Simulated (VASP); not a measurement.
Wanted: the native input for a VASP 6.6.1 run.

* Task: electric field gradients
* Functional: r2SCAN
* Potentials or basis: VASP PAW PBE potentials, release 64 (C)
* Cutoff: 520 eV
* k mesh: 15 × 15 × 5
* Occupations: fermi-dirac, width 0.05 eV
* Spin: no spin polarisation
* Dipole correction: no
* Further INCAR settings: ALGO = Normal; EDIFF = 1e-08; NBANDS = 16

C:

```
CELL_PARAMETERS angstrom
2.47000 0.00000 0.00000
-1.23500 2.13908 0.00000
0.00000 0.00000 6.79000
ATOMIC_POSITIONS crystal
C 0.00000 0.00000 0.00000
C 0.00000 0.00000 0.50000
C 0.33333 0.66667 0.00500
C 0.66667 0.33333 0.50500
```

One way to write it, as run:

POSCAR

```
C
1.0
    2.4700000000      0.0000000000      0.0000000000
   -1.2350000000      2.1390827473      0.0000000000
    0.0000000000      0.0000000000      6.7900000000
C
4
Direct
    0.0000000000      0.0000000000      0.0000000000
    0.0000000000      0.0000000000      0.5000000000
    0.3333333333      0.6666666667      0.0050000000
    0.6666666667      0.3333333333      0.5050000000
```

INCAR.step1

```
SYSTEM = C
PREC = Accurate
ENCUT = 520
ISMEAR = -1
SIGMA = 0.05
LREAL = .FALSE.
LASPH = .TRUE.
NELM = 80
NBANDS = 16
GGA = PE
ALGO = Normal
EDIFF = 1E-4
LWAVE = .TRUE.
LCHARG = .FALSE.
```

INCAR.step2

```
SYSTEM = C
PREC = Accurate
ENCUT = 520
EDIFF = 1E-8
ISMEAR = -1
SIGMA = 0.05
LREAL = .FALSE.
LASPH = .TRUE.
NELM = 80
ALGO = Normal
ISIF = 2
LWAVE = .FALSE.
LCHARG = .FALSE.
METAGGA = R2SCAN
LMIXTAU = .TRUE.
LEFG = .TRUE.
NBANDS = 16
ISTART = 1
```

KPOINTS

```
Automatic mesh
0
G
  15 15 5
  0 0 0
```

Potentials or basis: VASP PAW PBE potentials, release 64 (C).

Command:

```sh
$ cat potpaw_PBE.64/C/POTCAR > POTCAR
$ cp INCAR.step1 INCAR
$ mpirun -np 1 vasp_std > vasp.out
$ cp INCAR.step2 INCAR
$ mpirun -np 1 vasp_std > vasp.out
```

Results of the run:

- Pressure: -3.8 GPa
- Largest force: 0.587 eV/Å
- Band gap on the k mesh: zero (band 8 reaches 4.48 eV, above the bottom of band 9 at 4.45 eV)

Caveat: without QUAD_EFG the Cq values of the log hold for a quadrupole moment of 1 mb, not for the nuclei; the PAW data sets were made with another functional, which shifts forces and pressure a little.

Wall time 4.9 min on 1 thread of AMD EPYC 7R43 64-Core Processor (Zen 3), with other jobs on the host, peak memory 0.13 GiB.
